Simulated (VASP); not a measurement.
# ZrH4 (P6/mmm) in VASP: further runs, part 2 of 2

VASP 6.6.1. Earlier steps stand in the parts before.

### Step 4. Single point, PBE

This run uses another cell than the first one, of 7.58 Å³/atom.

INCAR

```
SYSTEM = ZrH4
PREC = Accurate ; ENCUT = 520
EDIFF = 1E-6 ; ISMEAR = 0
SIGMA = 0.1 ; LREAL = .FALSE.
LASPH = .TRUE. ; NELM = 80
ALGO = Normal ; ISIF = 2
LWAVE = .FALSE. ; LCHARG = .TRUE.
GGA = PE ; LELF = .TRUE.
LVHAR = .TRUE. ; NBANDS = 16
```

KPOINTS

```
regular mesh
0
G
  12 12 10
  0 0 0
```

POSCAR

```
ZrH4
1.0
    3.2035271949      0.0000000000      0.0000000000
   -1.6017635975      2.7743359325      0.0000000000
    0.0000000000      0.0000000000      4.2621351144
Zr H
1 4
Direct
    0.0000000000      0.0000000000      0.5000000000
    0.3333333333      0.6666666667      0.7442352997
    0.3333333333      0.6666666667      0.2557647003
    0.6666666667      0.3333333333      0.2557647003
    0.6666666667      0.3333333333      0.7442352997
```

Potentials or basis: VASP PAW PBE potentials, release 64 (Zr_sv, H).

Run with:

```console
> cat potpaw_PBE.64/Zr_sv/POTCAR potpaw_PBE.64/H/POTCAR > POTCAR
> mpirun -np 1 vasp_std > vasp.out
```

OUTCAR:

```text
SYSTEM = ZrH4
   PREC = Accurate
   ENCUT = 520
   EDIFF = 1E-6
   ISMEAR = 0
   LREAL = .FALSE.
   LASPH = .TRUE.
   NELM = 80
   ISIF = 2
   GGA = PE

 ion  position               nearest neighbor table
   1  0.000  0.000  0.500-   2 2.12   3 2.12   4 2.12   5 2.12   4 2.12   5 2.12   2 2.12   3 2.12
                             4 2.12   5 2.12   2 2.12   3 2.12
   2  0.333  0.667  0.744-   1 2.12   1 2.12   1 2.12
   3  0.333  0.667  0.256-   1 2.12   1 2.12   1 2.12
   4  0.667  0.333  0.256-   1 2.12   1 2.12   1 2.12
   5  0.667  0.333  0.744-   1 2.12   1 2.12   1 2.12

  LATTYP: Found a hexagonal cell.
 ALAT       =     3.2035271949
 C/A-ratio  =     1.3304507360

  Lattice vectors:

 A1 = (   3.2035271949,   0.0000000000,   0.0000000000)
 A2 = (  -1.6017635975,   2.7743359325,   0.0000000000)
 A3 = (   0.0000000000,   0.0000000000,   4.2621351144)

Analysis of symmetry for initial positions (statically):
=====================================================================
 Subroutine PRICEL returns:
 Original cell was already a primitive cell.

 Routine SETGRP: Setting up the symmetry group for a
 hexagonal supercell.

[... 179 lines left out ...]

 k-point     1 :       0.0000    0.0000    0.0000
  band No.  band energies     occupation
      1     -43.3564      2.00000
      2     -21.4752      2.00000
      3     -21.0069      2.00000
      4     -21.0069      2.00000
      5      -4.1936      2.00000
      6       1.6156      2.00000
[... 433 lines left out ...]
      3     -21.3527      2.00000
      4     -21.1451      2.00000
      5      -1.8280      2.00000
      6       0.6790      2.00000
[... 8 lines left out ...]
     15      15.9611      0.00000
     16      16.0428      0.00000

 [... further k-points ...]

------------------------ aborting loop because EDIFF is reached ----------------------------------------

  FORCE on cell =-STRESS in cart. coord.  units (eV):
  Direction    XX          YY          ZZ          XY          YZ          ZX
  --------------------------------------------------------------------------------------
  -------------------------------------------------------------------------------------
  Total       -0.0120581     -0.0120581     -0.0345044      0.0000000     -0.0000000     -0.0000000
  in kB       -0.5100061     -0.5100061     -1.4593886      0.0000000     -0.0000000     -0.0000000
  external PRESSURE =      -0.8264669 kB  Pullay stress =       0.0000000 kB

 VOLUME and BASIS-vectors are now :
 -----------------------------------------------------------------------------
  energy-cutoff  :      520.00
  volume of cell :       37.88
      direct lattice vectors                 reciprocal lattice vectors
     3.203527195  0.000000000  0.000000000     0.312155927  0.180223308  0.000000000
    -1.601763597  2.774335933  0.000000000     0.000000000  0.360446617  0.000000000
     0.000000000  0.000000000  4.262135114     0.000000000  0.000000000  0.234624190

 POSITION                                       TOTAL-FORCE (eV/Angst)
 -----------------------------------------------------------------------------------
      0.00000      0.00000      2.13107        -0.000000     -0.000000      0.000000
     -0.00000      1.84956      3.17203         0.000000      0.000000      0.004547
     -0.00000      1.84956      1.09010        -0.000000      0.000000     -0.004547
      1.60176      0.92478      1.09010        -0.000000     -0.000000     -0.004547
      1.60176      0.92478      3.17203         0.000000     -0.000000      0.004547
 -----------------------------------------------------------------------------------
    total drift:                               -0.000000      0.000000      0.000000

  FREE ENERGIE OF THE ION-ELECTRON SYSTEM (eV)
  ---------------------------------------------------
  free  energy   TOTEN  =       -22.2971536652 eV

  energy  without entropy=      -22.2911577449  energy(sigma->0) =      -22.29415571
```

stdout:

```text
POSCAR found type information on POSCAR ZrH
 POSCAR found :  2 types and       5 ions
 scaLAPACK will be used
 LDA part: xc-table for (Slater+PW92), standard interpolation
 POSCAR, INCAR and KPOINTS ok, starting setup
 FFT: planning ... GRIDC
 FFT: planning ... GRID_SOFT
 FFT: planning ... GRID
 WAVECAR not read
 entering main loop
```

Wall time 70 s (1 thread of Intel Xeon 8259CL, shared host); peak memory 0.19 GiB.

What came out:

* Free energy: -22.2972 eV
* Pressure: -0.1 GPa
* Largest force: 0.005 eV/Å
* Band gap on the k mesh: zero (bands 8 and 9 overlap by 1.07 eV)

Forces on the atoms (eV/Å):
```
Zr   0.000  0.000  0.000
H    0.000  0.000  0.005
H    0.000  0.000 -0.005
H    0.000  0.000 -0.005
H    0.000  0.000  0.005
```

Stress tensor (GPa, compression positive):
```
-0.05  0.00  0.00
 0.00 -0.05  0.00
 0.00  0.00 -0.15
```

### Step 5. Relaxation of cell and atoms, PBE

INCAR

```
PREC     = Accurate       # precision mode
ENCUT    = 600            # plane-wave cutoff, eV
EDIFF    = 1E-6           # SCF threshold, eV
ISMEAR   = 0              # smearing method
SIGMA    = 0.1            # smearing width, eV
LREAL    = False          # projectors in reciprocal space
LASPH    = True           # aspherical terms in the spheres
NELM     = 60             # most SCF steps
ALGO     = Normal         # electronic algorithm
ISIF     = 3              # what is computed and relaxed
LWAVE    = False          # write WAVECAR
LCHARG   = False          # write CHGCAR
GGA      = PE             # functional
IBRION   = 2              # ionic algorithm
NSW      = 100            # ionic steps
EDIFFG   = -0.01          # ionic threshold
```

KPOINTS

```
Automatic mesh
0
Gamma
  12 12 10
```

POSCAR

```
ZrH4
1.0
    3.2073092039      0.0000000000      0.0000000000
   -1.6036546020      2.7776112484      0.0000000000
    0.0000000000      0.0000000000      4.0985277398
Zr H
1 4
Direct
    0.0000000000      0.0000000000      0.5000000000
    0.3333333333      0.6666666667      0.7551789603
    0.3333333333      0.6666666667      0.2448210397
    0.6666666667      0.3333333333      0.2448210397
    0.6666666667      0.3333333333      0.7551789603
```

Run with:

```console
> cat potpaw_PBE.64/Zr_sv/POTCAR potpaw_PBE.64/H/POTCAR > POTCAR
> mpirun -np 1 vasp_std > vasp.out
```

It took 10 min on 1 thread of Intel Xeon 8259CL, shared host; peak memory 0.23 GiB.

Results (log left out):

```yaml
Free_energy: -22.2978 eV
Relaxed_volume: 7.55 Å³/atom
Relaxed_cell: a = 3.204 Å, b = 3.204 Å, c = 4.246 Å, α = 90.00°, β = 90.00°, γ = 120.00°
Space_group_after_relaxing_to_0.1_Å: P6/mmm (No. 191)
Energy_gained_by_relaxing: 1.0 meV/atom
Ionic_steps: 15
Pressure_after_relaxing: 0.0 GPa
Largest_force_after_relaxing: 0.005 eV/Å
Band_gap_on_the_k_mesh: zero (bands 8 and 9 overlap by 1.08 eV)
```

Forces on the atoms (eV/Å):
```
Zr   0.000  0.000  0.000
H    0.000  0.000 -0.005
H    0.000  0.000  0.005
H    0.000  0.000  0.005
H    0.000  0.000 -0.005
```

The path:
```
step  energy change (eV)  largest force (eV/Å)  pressure (GPa)  volume (Å³)
   1              0.0000                0.0645            0.11        36.51
   2             -0.0008                0.0523            0.17        36.54
   3             -0.0021                0.0159            0.15        36.61
   4             -0.0023                0.0026            0.21        36.64
   5             -0.0024                0.0068           -0.05        36.74
   6             -0.0024                0.0103           -0.23        36.82
   7             -0.0025                0.0104           -0.20        36.84
   8             -0.0028                0.0097           -0.21        36.89
   9             -0.0033                0.0090           -0.16        37.00
  10             -0.0041                0.0081           -0.01        37.21
  11             -0.0047                0.0088            0.28        37.63
  12             -0.0048                0.0081            0.21        37.52
  13             -0.0049                0.0141           -0.15        37.79
  14             -0.0049                0.0123           -0.06        37.72
  15             -0.0049                0.0050            0.04        37.75
```

Final structure:
```
Zr H
1.0
     3.20424    0.00000    0.00000
    -1.60212    2.77496    0.00000
     0.00000    0.00000    4.24585
Zr H
1 4
Direct
  0.00000 0.00000 0.50000
  0.33333 0.66667 0.74539
  0.33333 0.66667 0.25461
  0.66667 0.33333 0.25461
  0.66667 0.33333 0.74539
```

Levels at points of the mesh, in eV from the Fermi level:
```csv
k point,band 4,band 5,band 6,band 7,band 8,band 9,band 10,band 11,band 12
"(0.00, 0.00, 0.00)",-27.08,-10.28,-4.42,-2.17,-0.05,-0.05,0.69,2.74,2.74
"(0.50, 0.00, 0.00)",-27.26,-6.67,-5.90,-5.36,-0.24,-0.05,1.70,4.35,5.80
"(0.00, 0.00, 0.50)",-27.08,-9.09,-7.19,0.03,0.03,0.56,1.43,2.48,2.48
"(0.50, 0.00, 0.50)",-27.26,-6.83,-6.08,-4.46,-2.31,1.24,2.23,4.36,6.40
```

### Step 6. Overview

```tsv
task	spin	cell	k mesh	cutoff (eV)	gap on the mesh (eV)	pressure (GPa)	relaxed volume (Å³/atom)	largest force (eV/Å)
single point	collinear	a = 3.207, b = 3.207, c = 4.099 Å, angles 90.0, 90.0, 120.0°, 5 atoms, atomic positions A	6 × 6 × 4	520	none	-0.1	-	0.01
relaxation of cell and atoms	off	relaxed from a = 3.086, b = 3.086, c = 6.578 Å, angles 90.0, 90.0, 120.0°, 5 atoms, atomic positions B	6 × 6 × 4	600	none	0.0	7.32	0.01
single point	off	a = 3.204, b = 3.204, c = 4.262 Å, angles 90.0, 90.0, 120.0°, 5 atoms, atomic positions A	12 × 12 × 10	520	none	-0.1	-	-
relaxation of cell and atoms	off	relaxed from a = 3.207, b = 3.207, c = 4.099 Å, angles 90.0, 90.0, 120.0°, 5 atoms, atomic positions A	12 × 12 × 10	600	none	0.0	7.55	-
```

Alike in all rows: level PBE; potentials or basis VASP PAW PBE potentials, release 64 (Zr_sv, H); smearing gaussian 0.1 eV.

Caveats: some runs use coarse meshes; the volume moved by over 15 % at a fixed basis, so the end points are rough (at least some runs).

Total energies depend on the potentials used, so only differences within one code and one set of settings carry meaning.
